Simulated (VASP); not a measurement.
# SbP in VASP: further runs

Runs on SbP. Level: PBE. Tasks: single point, relaxation of cell and atoms.

Program: VASP 6.6.1. These are calculated values, not measurements. Logs are shortened: lines on timing, memory, paths and dates and some standing lists are left out, and cuts for length are marked.

### 1 The cell of the first run

The typed cell holds 6 atoms: a = 3.985 Å, b = 3.985 Å, c = 9.746 Å, α = 90.00°, β = 90.00°, γ = 120.00°.

### 2 Single point, PBE

Input file INCAR:

```
  PREC = Accurate
  ENCUT = 520
  EDIFF = 1E-6
  ISMEAR = 0
  SIGMA = 0.1
  LREAL = False
  LASPH = True
  NELM = 100
  ALGO = Normal
  ISIF = 2
  LWAVE = False
  LCHARG = False
  GGA = PE
  NBANDS = 24
```

Input file KPOINTS:

```
regular mesh
0
Gamma
  6 6 2
```

Input file POSCAR:

```
SbP
1.0
    3.9853015293      0.0000000000      0.0000000000
   -1.9926507646      3.4513723661      0.0000000000
    0.0000000000      0.0000000000      9.7455003247
Sb P
3 3
Direct
    0.3333049583      0.0000000000      0.8333333333
    0.0000000000      0.3333049583      0.1666666667
    0.6666950417      0.6666950417      0.5000000000
    0.3333079349      0.0000000000      0.3333333333
    0.0000000000      0.3333079349      0.6666666667
    0.6666920651      0.6666920651      0.0000000000
```

Potentials or basis: VASP PAW PBE potentials, release 64 (Sb, P).

Launch:

```bash
cat potpaw_PBE.64/Sb/POTCAR potpaw_PBE.64/P/POTCAR > POTCAR
mpirun -np 1 vasp_std > vasp.out
```

OUTCAR:

```text
PREC = Accurate
   ENCUT = 520
   EDIFF = 1E-6
   ISMEAR = 0
   LREAL = False
   LASPH = True
   NELM = 100
   ISIF = 2
   GGA = PE

 ion  position               nearest neighbor table
   1  0.333  0.000  0.833-   5 2.82   6 2.82   5 2.82   6 2.82   5 2.82   6 2.82
   2  0.000  0.333  0.167-   4 2.82   6 2.82   4 2.82   6 2.82   4 2.82   6 2.82
   3  0.667  0.667  0.500-   5 2.82   4 2.82   5 2.82   4 2.82   4 2.82   5 2.82
   4  0.333  0.000  0.333-   2 2.82   3 2.82   2 2.82   3 2.82   2 2.82   3 2.82
   5  0.000  0.333  0.667-   1 2.82   3 2.82   1 2.82   3 2.82   1 2.82   3 2.82
   6  0.667  0.667  0.000-   2 2.82   1 2.82   1 2.82   2 2.82   2 2.82   1 2.82

  LATTYP: Found a hexagonal cell.
 ALAT       =     3.9853015293
 C/A-ratio  =     2.4453608474

  Lattice vectors:

 A1 = (   3.9853015293,   0.0000000000,   0.0000000000)
 A2 = (  -1.9926507646,   3.4513723661,   0.0000000000)
 A3 = (   0.0000000000,   0.0000000000,   9.7455003247)

Analysis of symmetry for initial positions (statically):
=====================================================================
 Subroutine PRICEL returns:
 Original cell was already a primitive cell.

 Routine SETGRP: Setting up the symmetry group for a
 hexagonal supercell.

 Subroutine GETGRP returns: Found  6 space group operations
 (whereof  2 operations were pure point group operations)
 out of a pool of 24 trial point group operations.

The static configuration has the point symmetry C_2 .
 The point group associated with its full space group is D_3 .

Analysis of symmetry for dynamics (positions and initial velocities):
=====================================================================
 Subroutine PRICEL returns:
 Original cell was already a primitive cell.

 Routine SETGRP: Setting up the symmetry group for a
 hexagonal supercell.

 Subroutine GETGRP returns: Found  6 space group operations
 (whereof  2 operations were pure point group operations)
 out of a pool of 24 trial point group operations.

The dynamic configuration has the point symmetry C_2 .
 The point group associated with its full space group is D_3 .

 Subroutine INISYM returns: Found  6 space group operations
 (whereof  2 operations are pure point group operations),
 and found     1 'primitive' translations

----------------------------------------------------------------------------------------

                                     Primitive cell

  volume of cell :     134.0470

  direct lattice vectors                    reciprocal lattice vectors
     3.985301529  0.000000000  0.000000000     0.250922043  0.144869909  0.000000000
    -1.992650765  3.451372366  0.000000000     0.000000000  0.289739818  0.000000000
     0.000000000  0.000000000  9.745500325     0.000000000  0.000000000  0.102611458

  length of vectors
     3.985301529  3.985301529  9.745500325     0.289739818  0.289739818  0.102611458

  position of ions in fractional coordinates (direct lattice)
     0.333304958  0.000000000  0.833333333
     0.000000000  0.333304958  0.166666667
     0.666695042  0.666695042  0.500000000
     0.333307935  0.000000000  0.333333333
     0.000000000  0.333307935  0.666666667
     0.666692065  0.666692065  0.000000000

  ion indices of the primitive-cell ions
   primitive index   ion index
                 1           1
                 2           2
                 3           3
                 4           4
                 5           5
                 6           6

----------------------------------------------------------------------------------------

 KPOINTS: regular mesh

Automatic generation of k-mesh.
 Grid dimensions read from file:
 generate k-points for:    6    6    2

 Generating k-lattice:

  Cartesian coordinates                     Fractional coordinates (reciprocal lattice)
     0.041820340  0.024144985  0.000000000     0.166666667  0.000000000  0.000000000
     0.000000000  0.048289970  0.000000000     0.000000000  0.166666667  0.000000000
     0.000000000  0.000000000  0.051305729     0.000000000  0.000000000  0.500000000

  Length of vectors
     0.048289970  0.048289970  0.051305729

  Shift w.r.t. Gamma in fractional coordinates (k-lattice)
     0.000000000  0.000000000  0.000000000

 Subroutine IBZKPT returns following result:
 ===========================================

 Found     14 irreducible k-points:

 Following reciprocal coordinates:
            Coordinates               Weight
  0.000000  0.000000  0.000000      1.000000
  0.166667 -0.000000  0.000000      6.000000
  0.333333 -0.000000  0.000000      6.000000
  0.500000 -0.000000  0.000000      3.000000
  0.166667  0.166667  0.000000      6.000000
  0.333333  0.166667  0.000000     12.000000
  0.333333  0.333333  0.000000      2.000000
  0.000000  0.000000  0.500000      1.000000
  0.166667 -0.000000  0.500000      6.000000
  0.333333 -0.000000  0.500000      6.000000
  0.500000 -0.000000  0.500000      3.000000
  0.166667  0.166667  0.500000      6.000000
  0.333333  0.166667  0.500000     12.000000
  0.333333  0.333333  0.500000      2.000000
   k-points           NKPTS =     14   k-points in BZ     NKDIM =     14   number of bands    NBANDS=     24
   number of dos      NEDOS =    301   number of ions     NIONS =      6
   total plane-waves  NPLWV =  64800
   dimension x,y,z NGX =    30 NGY =   30 NGZ =   72
   dimension x,y,z NGXF=    60 NGYF=   60 NGZF=  144
   ions per type =               3   3
   NGX,Y,Z   is equivalent  to a cutoff of  12.51, 12.51, 12.28 a.u.
   NGXF,Y,Z  is equivalent  to a cutoff of  25.03, 25.03, 24.56 a.u.
 SYSTEM =  unknown system
   PREC   = accura    normal or accurate (medium, high low for compatibility)
   ISTART =      0    job   : 0-new  1-cont  2-samecut
   ICHARG =      2    charge: 1-file 2-atom 10-const
   ISPIN  =      1    spin polarized calculation?
   LNONCOLLINEAR =      F non collinear calculations
   LSORBIT =      F    spin-orbit coupling
   LASPH  =      T    aspherical Exc in radial PAW
   ENCUT  =  520.0 eV  38.22 Ry    6.18 a.u.   7.41  7.41 18.12*2*pi/ulx,y,z
   NELM   =    100;   NELMIN=  2; NELMDL= -5     # of ELM steps
   EDIFF  = 0.1E-05   stopping-criterion for ELM
   LREAL  =      F    real-space projection
   EDIFFG = 0.1E-04   stopping-criterion for IOM
   NSW    =      0    number of steps for IOM
[... 18 lines left out ...]
  Fermi-wavevector in a.u.,A,eV,Ry     =   0.993946  1.878286 13.441590  0.987929
  Thomas-Fermi vector in A             =   2.125863
   LORBIT       =      0    0 simple, 1 ext, 2 COOP (PROOUT), +10 PAW based schemes
   GGA     = PE    functional components
   LHFCALC =     F    Hartree Fock is set to
   AEXX    =    0.0000 exact exchange contribution
   IVDW    =     0    specifies the selected vdW correction
   LEPSILON=     F    determine dielectric tensor
   LRPA    =     F    only Hartree local field effects (RPA)
 non-spin polarized calculation
 Gauss-broadening in eV      SIGMA  =   0.10
  energy-cutoff  :      520.00
  volume of cell :      134.05
 maximum number of plane-waves:      3655
 NGX is ok and might be reduce to    30

 number of electron      30.0000000 magnetization

 Free energy of the ion-electron system (eV)
  ---------------------------------------------------
  ext. energy  EPLUGINS =         0.00000000
  ---------------------------------------------------
  free energy    TOTEN  =       -27.76252388 eV

  energy without entropy =      -27.74937263  energy(sigma->0) =      -27.75594826

 E-fermi :   8.0167     XC(G=0): -10.2062

 val. band max:        7.9955115322   @ k =   0.3333  -0.0000   0.5000
 cond. band min:       8.0715166902   @ k =   0.3333  -0.0000   0.5000
 fundamental gap:      0.0760051580
 Fermi energy:         8.0167162586

 k-point     1 :       0.0000    0.0000    0.0000
  band No.  band energies     occupation
      1      -5.9003      2.00000
      2      -4.4722      2.00000
      3      -4.4722      2.00000
      4      -0.3828      2.00000
      5      -0.3828      2.00000
      6       3.9348      2.00000
[... 16 lines left out ...]
     23      11.9283      0.00000
     24      11.9283      0.00000

 k-point     2 :       0.1667   -0.0000    0.0000
  band No.  band energies     occupation
      1      -5.5803      2.00000
      2      -4.1862      2.00000
      3      -4.1726      2.00000
      4      -0.4014      2.00000
      5      -0.2444      2.00000
      6       2.3800      2.00000
[... 16 lines left out ...]
     23      11.3149      0.00000
     24      12.0905      0.00000

 k-point     3 :       0.3333   -0.0000    0.0000
  band No.  band energies     occupation
      1      -4.6381      2.00000
      2      -3.4475      2.00000
      3      -3.2949      2.00000
      4      -1.2955      2.00000
      5       0.1476      2.00000
      6       0.1975      2.00000
[... 16 lines left out ...]
     23      12.7624      0.00000
     24      12.9634      0.00000

 k-point     4 :       0.5000   -0.0000    0.0000
  band No.  band energies     occupation
      1      -3.1858      2.00000
      2      -3.1852      2.00000
      3      -2.9022      2.00000
      4      -1.6875      2.00000
      5      -1.6870      2.00000
      6       0.4470      2.00000
[... 16 lines left out ...]
     23      13.8506      0.00000
     24      13.8547      0.00000

 k-point     5 :       0.1667    0.1667    0.0000
  band No.  band energies     occupation
      1      -4.9484      2.00000
      2      -3.6233      2.00000
      3      -3.6232      2.00000
      4      -0.4712      2.00000
      5      -0.4708      2.00000
      6       0.8732      2.00000
[... 16 lines left out ...]
     23      11.9656      0.00000
     24      11.9730      0.00000

 k-point     6 :       0.3333    0.1667    0.0000
  band No.  band energies     occupation
      1      -3.7327      2.00000
      2      -2.8463      2.00000
      3      -2.6470      2.00000
      4      -1.8113      2.00000
      5      -0.8577      2.00000
      6      -0.4906      2.00000
[... 16 lines left out ...]
     23      12.6976      0.00000
     24      13.4267      0.00000
[... 109 lines left out ...]
 k-point    11 :       0.5000   -0.0000    0.5000
  band No.  band energies     occupation
      1      -3.0766      2.00000
      2      -3.0766      2.00000
      3      -3.0196      2.00000
      4      -2.4027      2.00000
      5      -0.3981      2.00000
      6      -0.3980      2.00000
[... 16 lines left out ...]
     23      12.8174      0.00000
     24      12.8176      0.00000

 k-point    12 :       0.1667    0.1667    0.5000
  band No.  band energies     occupation
      1      -4.6068      2.00000
      2      -4.6068      2.00000
      3      -2.4412      2.00000
      4      -1.6985      2.00000
      5       0.4962      2.00000
      6       0.4963      2.00000
[... 16 lines left out ...]
     23      12.1964      0.00000
     24      12.1966      0.00000

 k-point    13 :       0.3333    0.1667    0.5000
  band No.  band energies     occupation
      1      -3.4848      2.00000
      2      -3.4104      2.00000
      3      -2.3838      2.00000
      4      -1.5310      2.00000
      5      -1.1447      2.00000
      6      -0.3828      2.00000
[... 16 lines left out ...]
     23      12.7892      0.00000
     24      13.5567      0.00000

 k-point    14 :       0.3333    0.3333    0.5000
  band No.  band energies     occupation
      1      -2.4447      2.00000
      2      -2.4447      2.00000
      3      -2.4445      2.00000
      4      -1.7065      2.00000
      5      -1.7065      2.00000
      6      -1.7062      2.00000
[... 16 lines left out ...]
     23      13.1176      0.00000
     24      13.1178      0.00000

------------------------ aborting loop because EDIFF is reached ----------------------------------------

  FORCE on cell =-STRESS in cart. coord.  units (eV):
  Direction    XX          YY          ZZ          XY          YZ          ZX
  --------------------------------------------------------------------------------------
  -------------------------------------------------------------------------------------
  Total       -0.0594369     -0.0594369     -0.0672829     -0.0000000      0.0000000     -0.0000000
  in kB       -0.7104111     -0.7104111     -0.8041887     -0.0000000      0.0000000     -0.0000000
  external PRESSURE =      -0.7416703 kB  Pullay stress =       0.0000000 kB

 VOLUME and BASIS-vectors are now :
 -----------------------------------------------------------------------------
  energy-cutoff  :      520.00
  volume of cell :      134.05
      direct lattice vectors                 reciprocal lattice vectors
     3.985301529  0.000000000  0.000000000     0.250922043  0.144869909  0.000000000
    -1.992650765  3.451372366  0.000000000     0.000000000  0.289739818  0.000000000
     0.000000000  0.000000000  9.745500325     0.000000000  0.000000000  0.102611458

 POSITION                                       TOTAL-FORCE (eV/Angst)
 -----------------------------------------------------------------------------------
      1.32832      0.00000      8.12125         0.000645      0.000000      0.000000
     -0.66416      1.15036      1.62425        -0.000323      0.000559     -0.000000
      1.32849      2.30101      4.87275        -0.000323     -0.000559      0.000000
      1.32833      0.00000      3.24850         0.000767      0.000000     -0.000000
     -0.66417      1.15037      6.49700        -0.000383      0.000664      0.000000
      1.32848      2.30100      0.00000        -0.000383     -0.000664      0.000000
 -----------------------------------------------------------------------------------
    total drift:                                0.000000     -0.000000     -0.000000

  FREE ENERGIE OF THE ION-ELECTRON SYSTEM (eV)
  ---------------------------------------------------
  free  energy   TOTEN  =       -27.7625238818 eV

  energy  without entropy=      -27.7493726342  energy(sigma->0) =      -27.75594826
```

It took 50 s on 1 thread of Intel Xeon 6975P-C, shared host; peak memory 0.25 GiB.

What came out:

| Item | Value |
| --- | --- |
| Free energy | -27.7625 eV |
| Pressure | -0.1 GPa |
| Band gap on the k mesh | zero (band 15 reaches 8.35 eV, above the bottom of band 16 at 7.63 eV) |

Levels at points of the mesh, in eV from the Fermi level:
| k point | band 13 | band 14 | band 15 | band 16 | band 17 | band 18 |
| --- | --- | --- | --- | --- | --- | --- |
| (0.00, 0.00, 0.00) | -1.77 | -0.31 | -0.31 | 0.57 | 0.58 | 0.58 |
| (0.50, 0.00, 0.00) | -2.76 | -1.99 | -1.99 | 1.56 | 1.56 | 1.90 |
| (0.00, 0.00, 0.50) | -1.01 | -1.01 | -0.38 | -0.38 | -0.05 | 0.79 |
| (0.50, 0.00, 0.50) | -1.38 | -1.37 | -0.37 | -0.37 | -0.03 | 0.80 |

Caveat: spin-orbit coupling is left out, which moves the levels of the heavy elements.

### 3 Single point, PBE

This run uses another cell than the first one: it holds 4 atoms, not 6.

Input file INCAR:

```
SYSTEM = SbP
  PREC = Accurate
  ENCUT = 520
  EDIFF = 1E-7
  ISMEAR = 0
  SIGMA = 0.2
  LREAL = .False.
  LASPH = .True.
  NELM = 100
  ALGO = Normal
  ISIF = 2
  LWAVE = .False.
  LCHARG = .True.
  GGA = PE
  LELF = .True.
  LVHAR = .True.
  NBANDS = 18
```

Input file KPOINTS:

```
regular mesh
0
Gamma
  6 6 6
  0 0 0
```

Input file POSCAR:

```
SbP
1.0
    0.0000000000     -2.8178042146     -2.8178042146
   -2.8178042146      0.0000000000     -2.8178042146
    2.8178042146      2.8178042146     -5.6356084292
Sb P
2 2
Direct
    0.2500000000      0.2500000000      0.2500000000
    0.7500000000      0.7500000000      0.7500000000
    1.0000000000      1.0000000000      0.0000000000
    0.5000000000      0.5000000000      0.5000000000
```

Potentials or basis: VASP PAW PBE potentials, release 64 (Sb, P).

Launch:

```bash
cat potpaw_PBE.64/Sb/POTCAR potpaw_PBE.64/P/POTCAR > POTCAR
mpirun -np 1 vasp_std > vasp.out
```

It took 61 s on 1 thread of Intel Xeon 6975P-C, shared host; peak memory 0.23 GiB.

The run converged, but its numbers aren't listed here, since they failed a check.

Caveat: the result breaks the symmetry of the cell; spin-orbit coupling is left out, which moves the levels of the heavy elements.

### 4 Single point, PBE

This run uses another cell than the first one: it holds 2 atoms, not 6.

Input file INCAR:

```
SYSTEM = SbP
PREC     = Accurate       ! precision mode
ENCUT    = 520            ! plane-wave cutoff, eV
EDIFF    = 1E-6           ! SCF threshold, eV
ISMEAR   = 0              ! smearing method
SIGMA    = 0.1            ! smearing width, eV
LREAL    = .FALSE.        ! projectors in reciprocal space
LASPH    = .TRUE.         ! aspherical terms in the spheres
NELM     = 60             ! most SCF steps
ALGO     = Normal         ! electronic algorithm
ISIF     = 2              ! what is computed and relaxed
LWAVE    = .FALSE.        ! write WAVECAR
LCHARG   = .FALSE.        ! write CHGCAR
GGA      = PE             ! functional
NBANDS   = 12             ! bands
```

Input file KPOINTS:

```
Automatic mesh
0
G
  18 18 18
  0 0 0
```

Input file POSCAR:

```
SbP
1.0
    0.0000000000      2.8178042146      2.8178042146
    2.8178042146      0.0000000000      2.8178042146
    2.8178042146      2.8178042146      0.0000000000
Sb P
1 1
Direct
    0.5000000000      0.5000000000      0.5000000000
    0.0000000000      0.0000000000      0.0000000000
```

Launch:

```bash
cat potpaw_PBE.64/Sb/POTCAR potpaw_PBE.64/P/POTCAR > POTCAR
mpirun -np 1 vasp_std > vasp.out
```

Wall time 75 s (1 thread of Intel Xeon 6975P-C, shared host); peak memory 0.25 GiB.

It converged, with:

- Free energy: -9.2675 eV
- Pressure: -0.1 GPa
- Band gap on the k mesh: zero (band 5 reaches 8.32 eV, above the bottom of band 6 at 7.63 eV)

Levels at points of the mesh, in eV from the Fermi level:
```
           k point  band 1  band 2  band 3  band 4  band 5  band 6  band 7  band 8  band 9  band 10
(0.00, 0.00, 0.00)  -13.84   -4.03   -2.00   -2.00   -2.00    3.96    3.96    3.96    4.99     4.99
(0.50, 0.00, 0.00)  -10.97  -10.35   -1.31   -1.31   -0.31   -0.31    0.03    0.86    8.99     9.66
(0.50, 0.50, 0.00)  -10.85   -7.51   -6.63   -4.17   -4.17    1.97    5.89    5.89    7.41     9.27
```

Caveat: spin-orbit coupling is left out, which moves the levels of the heavy elements.

### 5 Relaxation of cell and atoms, PBE

This run uses another cell than the first one: it holds 2 atoms, not 6.

Input file INCAR:

```
SYSTEM = SbP
ALGO = Normal
EDIFF = 1E-7
EDIFFG = -0.01
ENCUT = 600
GGA = PE
IBRION = 2
ISIF = 3
ISMEAR = 0
LASPH = .True.
LCHARG = .False.
LREAL = .False.
LWAVE = .False.
NELM = 60
NSW = 100
PREC = Accurate
SIGMA = 0.1
```

Input file KPOINTS:

```
k-points
0
Gamma
  18 18 18
  0 0 0
```

Input file POSCAR:

```
SbP
1.0
    0.0000000000      2.8164512538      2.8164512538
    2.8164512538      0.0000000000      2.8164512538
    2.8164512538      2.8164512538      0.0000000000
Sb P
1 1
Direct
    0.5000000000      0.5000000000      0.5000000000
    0.0000000000      0.0000000000      0.0000000000
```

Launch:

```bash
cat potpaw_PBE.64/Sb/POTCAR potpaw_PBE.64/P/POTCAR > POTCAR
mpirun -np 1 vasp_std > vasp.out
```

It took 50 s on 1 thread of Intel Xeon 6975P-C, shared host; peak memory 0.26 GiB.

The run converged. Its results:

```yaml
Free_energy: -9.2677 eV
Pressure_after_relaxing: 0.0 GPa
Band_gap_on_the_k_mesh: zero (band 5 reaches 8.35 eV, above the bottom of band 6 at 7.65 eV)
```

Final structure:
```
Sb P
1.0
     0.00000    2.81645    2.81645
     2.81645    0.00000    2.81645
     2.81645    2.81645    0.00000
Sb P
1 1
Direct
  0.50000 0.50000 0.50000
  0.00000 0.00000 0.00000
```

Levels at points of the mesh, in eV from the Fermi level:
```csv
k point,band 1,band 2,band 3,band 4,band 5,band 6,band 7,band 8,band 9
"(0.00, 0.00, 0.00)",-13.86,-4.02,-2.00,-2.00,-2.00,3.97,3.97,3.97,4.99
"(0.50, 0.00, 0.00)",-10.98,-10.35,-1.32,-1.32,-0.31,-0.31,0.03,0.86,8.99
"(0.50, 0.50, 0.00)",-10.86,-7.51,-6.64,-4.18,-4.18,1.96,5.90,5.90,7.43
```

Caveat: the relaxation stopped at its first step, so nothing moved; spin-orbit coupling is left out, which moves the levels of the heavy elements.

### 6 The runs side by side

| task | cell | k mesh | cutoff (eV) | gap on the mesh (eV) | pressure (GPa) |
| --- | --- | --- | --- | --- | --- |
| single point | a = 3.985, b = 3.985, c = 9.746 Å, angles 90.0, 90.0, 120.0°, 6 atoms | 6 × 6 × 2 | 520 | none | -0.1 |
| single point | a = 3.985 Å, angles 60.0°, 2 atoms | 18 × 18 × 18 | 520 | none | -0.1 |
| relaxation of cell and atoms | relaxed from a = 3.983 Å, angles 60.0°, 2 atoms | 18 × 18 × 18 | 600 | none | 0.0 |

Alike in all rows: level PBE; potentials or basis VASP PAW PBE potentials, release 64 (Sb, P); no spin polarisation; smearing gaussian 0.1 eV.

Caveats: spin-orbit coupling is left out, which moves the levels of the heavy elements; the relaxation stopped at its first step, so nothing moved (some runs).

Total energies depend on the potentials used, so only differences within one code and one set of settings carry meaning.
